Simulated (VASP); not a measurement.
# As (R-3m) in VASP: notebook, part 2 of 2

VASP 6.6.1.

## Step 3: Single point, PBEsol (strain +0.030 along x and y, -0.015 along z)

File INCAR:

```
SYSTEM = As
ALGO = Normal ; EDIFF = 1E-7
ENCUT = 520 ; GGA = PS
ISIF = 2 ; ISMEAR = 0
LASPH = .True. ; LCHARG = .False.
LREAL = .False. ; LWAVE = .False.
NBANDS = 12 ; NELM = 60
PREC = Accurate ; SIGMA = 0.15
```

File KPOINTS:

```
k-points
0
Gamma
  18 18 18
  0 0 0
```

File POSCAR:

```
As
1.0
    1.9361419412      1.1178320710      3.4334834500
   -1.9361419412      1.1178320710      3.4334834500
    0.0000000000     -2.2356641419      3.4334834500
As
2
Direct
    0.2275400000      0.2275400000      0.2275400000
    0.7724600000      0.7724600000      0.7724600000
```

Potentials or basis: VASP PAW PBE potentials, release 64 (As).

Run with:

```bash
$ cat potpaw_PBE.64/As/POTCAR > POTCAR
$ mpirun -np 1 vasp_std > vasp.out
```

OUTCAR:

```text
SYSTEM = As
   EDIFF = 1E-7
   ENCUT = 520
   GGA = PS
   ISIF = 2
   ISMEAR = 0
   LASPH = .True.
   LREAL = .False.
   NELM = 60
   PREC = Accurate

 ion  position               nearest neighbor table
   1  0.228  0.228  0.228-   2 2.56   2 2.56   2 2.56
   2  0.772  0.772  0.772-   1 2.56   1 2.56   1 2.56

  LATTYP: Found a trigonal (rhomboedric) cell.
 ALAT       =     4.0971944983
 COS(alpha) =     0.5533871447

  Lattice vectors:

 A1 = (   1.9361419412,   1.1178320710,   3.4334834500)
 A2 = (  -1.9361419412,   1.1178320710,   3.4334834500)
 A3 = (   0.0000000000,  -2.2356641419,   3.4334834500)

Analysis of symmetry for initial positions (statically):
=====================================================================
 Subroutine PRICEL returns:
 Original cell was already a primitive cell.

 Routine SETGRP: Setting up the symmetry group for a
 trigonal (rhombohedral) supercell.

 Subroutine GETGRP returns: Found 12 space group operations
 (whereof 12 operations were pure point group operations)
 out of a pool of 12 trial point group operations.

The static configuration has the point symmetry D_3d.

Analysis of symmetry for dynamics (positions and initial velocities):
=====================================================================
 Subroutine PRICEL returns:
 Original cell was already a primitive cell.

 Routine SETGRP: Setting up the symmetry group for a
 trigonal (rhombohedral) supercell.

 Subroutine GETGRP returns: Found 12 space group operations
 (whereof 12 operations were pure point group operations)
 out of a pool of 12 trial point group operations.

The dynamic configuration has the point symmetry D_3d.

 Subroutine INISYM returns: Found 12 space group operations
 (whereof 12 operations are pure point group operations),
 and found     1 'primitive' translations

----------------------------------------------------------------------------------------

                                     Primitive cell

  volume of cell :      44.5861

  direct lattice vectors                    reciprocal lattice vectors
     1.936141941  1.117832071  3.433483450     0.258245529  0.149098126  0.097083134
    -1.936141941  1.117832071  3.433483450    -0.258245529  0.149098126  0.097083134
     0.000000000 -2.235664142  3.433483450     0.000000000 -0.298196251  0.097083134

  length of vectors
     4.097194498  4.097194498  4.097194498     0.313601880  0.313601880  0.313601880

  position of ions in fractional coordinates (direct lattice)
     0.227540000  0.227540000  0.227540000
     0.772460000  0.772460000  0.772460000

  ion indices of the primitive-cell ions
   primitive index   ion index
                 1           1
                 2           2

----------------------------------------------------------------------------------------

 KPOINTS: k-points

Automatic generation of k-mesh.
 Grid dimensions read from file:
 generate k-points for:   18   18   18

 Generating k-lattice:

  Cartesian coordinates                     Fractional coordinates (reciprocal lattice)
     0.014346974  0.008283229  0.005393507     0.055555556  0.000000000  0.000000000
[... 40 lines left out ...]
 [... further k-points ...]
   k-points           NKPTS =    580   k-points in BZ     NKDIM =    580   number of bands    NBANDS=     12
   number of dos      NEDOS =    301   number of ions     NIONS =      2
   total plane-waves  NPLWV =  27000
   dimension x,y,z NGX =    30 NGY =   30 NGZ =   30
   dimension x,y,z NGXF=    60 NGYF=   60 NGZF=   60
   ions per type =               2
   NGX,Y,Z   is equivalent  to a cutoff of  12.17, 12.17, 12.17 a.u.
   NGXF,Y,Z  is equivalent  to a cutoff of  24.35, 24.35, 24.35 a.u.
 SYSTEM =  As
   PREC   = accura    normal or accurate (medium, high low for compatibility)
   ISTART =      0    job   : 0-new  1-cont  2-samecut
   ICHARG =      2    charge: 1-file 2-atom 10-const
   ISPIN  =      1    spin polarized calculation?
   LNONCOLLINEAR =      F non collinear calculations
   LSORBIT =      F    spin-orbit coupling
   LASPH  =      T    aspherical Exc in radial PAW
   ENCUT  =  520.0 eV  38.22 Ry    6.18 a.u.   7.62  7.62  7.62*2*pi/ulx,y,z
   NELM   =     60;   NELMIN=  2; NELMDL= -5     # of ELM steps
   EDIFF  = 0.1E-06   stopping-criterion for ELM
   LREAL  =      F    real-space projection
   EDIFFG = 0.1E-05   stopping-criterion for IOM
   NSW    =      0    number of steps for IOM
   IBRION =     -1    ionic relax: 0-MD 1-quasi-New 2-CG
   NFREE  =      0    steps in history (QN), initial steepest desc. (CG)
   ISIF   =      2    stress and relaxation
   ISYM   =      2    0-nonsym 1-usesym 2-fastsym
   POTIM  = 0.5000    time-step for ionic-motion
   TEBEG  =    0.0;   TEEND  =   0.0 temperature during run
   PSTRESS=    0.0 pullay stress
   NELECT =      10.0000    total number of electrons
   NUPDOWN=      -1.0000    fix difference up-down
   EMIN   =  10.00;   EMAX   =-10.00  energy-range for DOS
   EFERMI =   0.00;   METHOD = LEGACY
   ISMEAR =     0;   SIGMA  =   0.15  broadening in eV -4-tet -1-fermi 0-gaus
   EFERMI_NEDOS =   21; number of points for ismear=-14 and -15
   IALGO  =     38    algorithm
   IMIX   =      4    mixing-type and parameters
     AMIX     =   0.40;   BMIX     =  1.00
     AMIX_MAG =   1.60;   BMIX_MAG =  1.00
  volume/ion in A,a.u.               =      22.29       150.44
  Fermi-wavevector in a.u.,A,eV,Ry     =   0.994660  1.879636 13.460915  0.989349
  Thomas-Fermi vector in A             =   2.126627
   LORBIT       =      0    0 simple, 1 ext, 2 COOP (PROOUT), +10 PAW based schemes
   GGA     = PS    functional components
   LHFCALC =     F    Hartree Fock is set to
   AEXX    =    0.0000 exact exchange contribution
   IVDW    =     0    specifies the selected vdW correction
   LEPSILON=     F    determine dielectric tensor
   LRPA    =     F    only Hartree local field effects (RPA)
 non-spin polarized calculation
 Gauss-broadening in eV      SIGMA  =   0.15
  energy-cutoff  :      520.00
  volume of cell :       44.59
 maximum number of plane-waves:      1221
   NGX = 15   NGY = 15   NGZ = 15

 number of electron      10.0000000 magnetization

 Free energy of the ion-electron system (eV)
  ---------------------------------------------------
  ext. energy  EPLUGINS =         0.00000000
  ---------------------------------------------------
  free energy    TOTEN  =       -10.18140617 eV

  energy without entropy =      -10.17886889  energy(sigma->0) =      -10.18013753

 E-fermi :   4.8675     XC(G=0):  -9.9759

 val. band max:        4.8571576650   @ k =   0.3889   0.2778   0.2222
 cond. band min:       4.9033891460   @ k =   0.5000   0.0556   0.0000
 fundamental gap:      0.0462314810
 Fermi energy:         4.8675498661

 k-point     1 :       0.0000    0.0000    0.0000
  band No.  band energies     occupation
      1      -9.7286      2.00000
      2      -0.9567      2.00000
      3       2.8510      2.00000
      4       2.8510      2.00000
      5       2.8776      2.00000
      6       6.6780      0.00000
      7       7.8292      0.00000
      8       7.8292      0.00000
      9      11.4683      0.00000
     10      11.4683      0.00000
     11      12.0285      0.00000
     12      13.4739      0.00000
[... 331 lines left out ...]
 k-point    24 :      -0.2222    0.0556   -0.0000
  band No.  band energies     occupation
      1      -8.9569      2.00000
      2      -3.1434      2.00000
      3       2.1532      2.00000
      4       2.9155      2.00000
      5       3.5088      2.00000
      6       6.0936      0.00000
      7       6.5110      0.00000
      8       7.4587      0.00000
      9      10.6163      0.00000
     10      11.6652      0.00000
     11      12.6604      0.00000
     12      15.8005      0.00000

 [... further k-points ...]

------------------------ aborting loop because EDIFF is reached ----------------------------------------

  FORCE on cell =-STRESS in cart. coord.  units (eV):
  Direction    XX          YY          ZZ          XY          YZ          ZX
  --------------------------------------------------------------------------------------
  -------------------------------------------------------------------------------------
  Total       -1.1628405     -1.1628405     -0.5043929      0.0000000     -0.0000000      0.0000000
  in kB      -41.7859966    -41.7859966    -18.1250639      0.0000000     -0.0000000      0.0000000
  external PRESSURE =     -33.8990190 kB  Pullay stress =       0.0000000 kB

 VOLUME and BASIS-vectors are now :
 -----------------------------------------------------------------------------
  energy-cutoff  :      520.00
  volume of cell :       44.59
      direct lattice vectors                 reciprocal lattice vectors
     1.936141941  1.117832071  3.433483450     0.258245529  0.149098126  0.097083134
    -1.936141941  1.117832071  3.433483450    -0.258245529  0.149098126  0.097083134
     0.000000000 -2.235664142  3.433483450     0.000000000 -0.298196251  0.097083134

 POSITION                                       TOTAL-FORCE (eV/Angst)
 -----------------------------------------------------------------------------------
      0.00000      0.00000      2.34376         0.000000      0.000000      0.062039
      0.00000      0.00000      7.95669         0.000000     -0.000000     -0.062039
 -----------------------------------------------------------------------------------
    total drift:                               -0.000000      0.000000     -0.000000

  FREE ENERGIE OF THE ION-ELECTRON SYSTEM (eV)
  ---------------------------------------------------
  free  energy   TOTEN  =       -10.1814061709 eV

  energy  without entropy=      -10.1788688887  energy(sigma->0) =      -10.18013753
```

Wall time 5.6 min (1 thread of AMD EPYC 7R13, shared host); peak memory 0.35 GiB.

What came out:

| Property | Result |
| --- | --- |
| Free energy | -10.1814 eV |
| Pressure | -3.4 GPa |
| Largest force | 0.062 eV/Å |
| Band gap on the k mesh | zero (bands 5 and 6 overlap by 0.24 eV) |

Forces on the atoms (eV/Å):
```
As   0.000  0.000  0.062
As   0.000  0.000 -0.062
```

Levels at points of the mesh, in eV from the Fermi level:
| k point | band 2 | band 3 | band 4 | band 5 | band 6 | band 7 | band 8 | band 9 |
| --- | --- | --- | --- | --- | --- | --- | --- | --- |
| (0.00, 0.00, 0.00) | -5.82 | -2.02 | -2.02 | -1.99 | 1.81 | 2.96 | 2.96 | 6.60 |
| (0.50, 0.00, 0.00) | -10.92 | -2.57 | -2.26 | -0.36 | -0.26 | 0.60 | 1.22 | 9.17 |
| (0.50, 0.50, 0.00) | -9.47 | -5.82 | -4.05 | -3.89 | 1.60 | 5.44 | 6.62 | 7.23 |
| (0.50, 0.50, 0.50) | -9.80 | -1.73 | -1.73 | -0.99 | 0.55 | 0.55 | 1.54 | 8.16 |

Caveat: the cell differs from its parent crystal (strain +0.030 along x and y, -0.015 along z); the cell stands under tension; the PAW data sets were made with another functional, which shifts forces and pressure a little.

## Step 4: Single point, PBEsol (strain +0.015 along x and y, +0.015 along z)

File INCAR:

```
  PREC = Accurate
  ENCUT = 520
  EDIFF = 1E-6
  ISMEAR = 0
  SIGMA = 0.15
  LREAL = F
  LASPH = T
  NELM = 100
  ALGO = Normal
  ISIF = 2
  LWAVE = F
  LCHARG = T
  GGA = PS
  LELF = T
  LVHAR = T
  NBANDS = 12
```

File KPOINTS:

```
Automatic mesh
0
Gamma
  18 18 18
```

File POSCAR:

```
As
1.0
    1.9079456994      1.1015529631      3.5380565500
   -1.9079456994      1.1015529631      3.5380565500
    0.0000000000     -2.2031059263      3.5380565500
As
2
Direct
    0.2275400000      0.2275400000      0.2275400000
    0.7724600000      0.7724600000      0.7724600000
```

Run with:

```bash
$ cat potpaw_PBE.64/As/POTCAR > POTCAR
$ mpirun -np 1 vasp_std > vasp.out
```

It took 4.8 min on 1 thread of AMD EPYC 7R13, shared host; peak memory 0.35 GiB.

It converged, with:

```yaml
Free_energy: -10.1905 eV
Pressure: -2.7 GPa
Largest_force: 0.066 eV/Å
Band_gap_on_the_k_mesh: zero (bands 5 and 6 overlap by 0.50 eV)
```

Forces in eV/Å, atoms in the order of the input:
```
As   0.000  0.000 -0.066
As   0.000  0.000  0.066
```

Levels at points of the mesh, in eV from the Fermi level:
```
           k point  band 3  band 4  band 5  band 6  band 7  band 8
(0.00, 0.00, 0.00)   -2.44   -1.95   -1.95    1.68    2.83    2.83
(0.50, 0.00, 0.00)   -2.68   -2.66   -0.43   -0.40    0.26    1.22
(0.50, 0.50, 0.00)   -5.90   -4.11   -3.99    1.52    5.20    6.52
(0.50, 0.50, 0.50)   -1.68   -1.68   -0.76    0.67    0.67    1.61
```

Caveat: the cell differs from its parent crystal (strain +0.015 along x and y, +0.015 along z); the PAW data sets were made with another functional, which shifts forces and pressure a little.

## Step 5: Summary

| cell | gap on the mesh (eV) | pressure (GPa) | largest force (eV/Å) |
| --- | --- | --- | --- |
| a = 4.124 Å, angles 55.1°, 2 atoms | none | -2.0 | 0.07 |
| a = 4.097 Å, angles 56.4°, 2 atoms | none | -3.4 | 0.06 |
| a = 4.168 Å, angles 54.5°, 2 atoms | none | -2.7 | 0.07 |

Alike in all rows: task single point; level PBEsol; potentials or basis VASP PAW PBE potentials, release 64 (As); no spin polarisation; k mesh 18 × 18 × 18; cutoff (eV) 520; smearing gaussian 0.15 eV.

Caveats: the PAW data sets were made with another functional, which shifts forces and pressure a little; the cell stands under tension (at least some runs).

Absolute energies hang on the potentials; compare differences alone.
